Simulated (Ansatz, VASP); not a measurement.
## Al3Au: VASP beside Ansatz

INCAR

```
SYSTEM = Al3Au
ALGO = Normal ; EDIFF = 1E-6
ENCUT = 520 ; ISIF = 2
ISMEAR = -1 ; LASPH = .True.
LCHARG = .False. ; LREAL = .False.
LWAVE = .False. ; NBANDS = 18
NELM = 100 ; PREC = Accurate
SIGMA = 0.05
```

KPOINTS

```
k-points
0
Gamma
  9 9 9
  0 0 0
```

File POSCAR:

```
Al3Au
1.0
   -2.0253330000      2.0253330000      4.0566000000
    2.0253330000     -2.0253330000      4.0566000000
    2.0253330000      2.0253330000     -4.0566000000
Au Al
1 3
Direct
    0.0000000000      0.0000000000      0.0000000000
    0.5000000000      0.5000000000      0.0000000000
    0.2500000000      0.7500000000      0.5000000000
    0.7500000000      0.2500000000      0.5000000000
```

The input input.yaml:

```yaml
crystal:
  lattice:
    - [-2.025333, 2.025333, 4.0566]
    - [2.025333, -2.025333, 4.0566]
    - [2.025333, 2.025333, -4.0566]
  atoms:
    - { symbol: Au, position: [0.0, 0.0, 0.0] }
    - { symbol: Al, position: [0.5, 0.5, 0.0] }
    - { symbol: Al, position: [0.25, 0.75, 0.5] }
    - { symbol: Al, position: [0.75, 0.25, 0.5] }
kpoints:
  mp_grid: { grid: [9, 9, 9] }
  band_path:
    path:
      - [0.0, 0.0, 0.0]
      - [0.0, 0.0, 0.5]
      - [-0.1246345671, 0.1246345671, 0.5]
      - [-0.3123172836, 0.3123172836, 0.3123172836]
      - [0.0, 0.0, 0.0]
      - [0.5, 0.5, -0.5]
      - [0.3123172836, 0.6876827164, -0.3123172836]
      - [0.0, 0.5, 0.0]
    npoints: 6
scf:
  occupations: { method: fermi_dirac, width: 0.05 }
hamiltonian:
  xc: lda
  pseudopotentials: { kind: all_electron, lapw: { basis_error: 0.002 } }
output:
  forces: true
  stress: true
  eigenvalues: true
```

Alike in both runs: functional LDA; k mesh 9 × 9 × 9; occupations fermi-dirac, width 0.05 eV; no spin polarisation.

|  | VASP | Ansatz |
| --- | --- | --- |
| version | VASP 6.6.1 | Ansatz 0.2.0 |
| potentials or method | VASP PAW LDA potentials, release 64 (Au, Al), cutoff 520 eV | all-electron LAPW, scalar-relativistic |
| task | single point | band structure |

```tsv
	VASP	Ansatz	Ansatz less VASP
gap on the k mesh at the Fermi level (eV)	none	none	-
pressure (GPa)	-4.8	-4.9	-0.17
traceless stress, the component that is largest in VASP (GPa)	-0.32	-0.31	+0.012
```

LDA's correlation is that of Perdew and Zunger in VASP and of Perdew and Wang (1992) in Ansatz. A gap of «none» marks a metal or a gap that the smearing closes. Ansatz ran all-electron here, and VASP with PAW potentials.

Spin-orbit coupling is off throughout.
